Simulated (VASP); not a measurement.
Set up this calculation in VASP 6.6.1, as the native input.

- Task: single point
- Functional: PBE
- Potentials or basis: VASP PAW PBE potentials, release 64 (Cd, Hg, Se)
- Cutoff: 520 eV
- k mesh: 6 × 6 × 6
- Occupations: gaussian, width 0.1 eV
- Spin: no spin polarisation
- Dipole correction: no
- Further INCAR settings: ALGO = Normal; EDIFF = 1e-06; NBANDS = 46

The structure of CdHg3Se4 lies in POSCAR:

```
CdHg3Se4
1.0
    6.2444689783      0.0000000000      0.0000000000
    0.0000000000      6.2444689783      0.0000000000
    0.0000000000      0.0000000000      6.2444689783
Cd Hg Se
1 3 4
Direct
    0.0000000000      0.0000000000      0.0000000000
    0.5000000000      0.0000000000      0.5000000000
    0.5000000000      0.5000000000      0.0000000000
    0.0000000000      0.5000000000      0.5000000000
    0.7514984029      0.2485015971      0.2485015971
    0.7514984029      0.7514984029      0.7514984029
    0.2485015971      0.2485015971      0.7514984029
    0.2485015971      0.7514984029      0.2485015971
```

One way to write it, as run:

INCAR

```
SYSTEM = CdHg3Se4
  PREC = Accurate
  ENCUT = 520
  EDIFF = 1E-6
  ISMEAR = 0
  SIGMA = 0.1
  LREAL = .FALSE.
  LASPH = .TRUE.
  NELM = 60
  ALGO = Normal
  ISIF = 2
  LWAVE = .FALSE.
  LCHARG = .FALSE.
  GGA = PE
  NBANDS = 46
```

KPOINTS

```
regular mesh
0
G
  6 6 6
  0 0 0
```

Potentials or basis: VASP PAW PBE potentials, release 64 (Cd, Hg, Se).

The run is started by

```console
$ cat potpaw_PBE.64/Cd/POTCAR potpaw_PBE.64/Hg/POTCAR potpaw_PBE.64/Se/POTCAR > POTCAR
$ mpirun -np 1 vasp_std > vasp.out
```

It gave:

| Property | Result |
| --- | --- |
| Pressure | 0.2 GPa |
| Band gap on the k mesh | zero (filled and empty bands touch) |

Caveat: semilocal functionals underestimate gaps, and a narrow one can read as zero; spin-orbit coupling is left out, which moves the levels of the heavy elements.

It took 98 s on 1 thread of Intel(R) Xeon(R) 6975P-C (Granite Rapids), with other jobs on the host, peak memory 0.43 GiB.
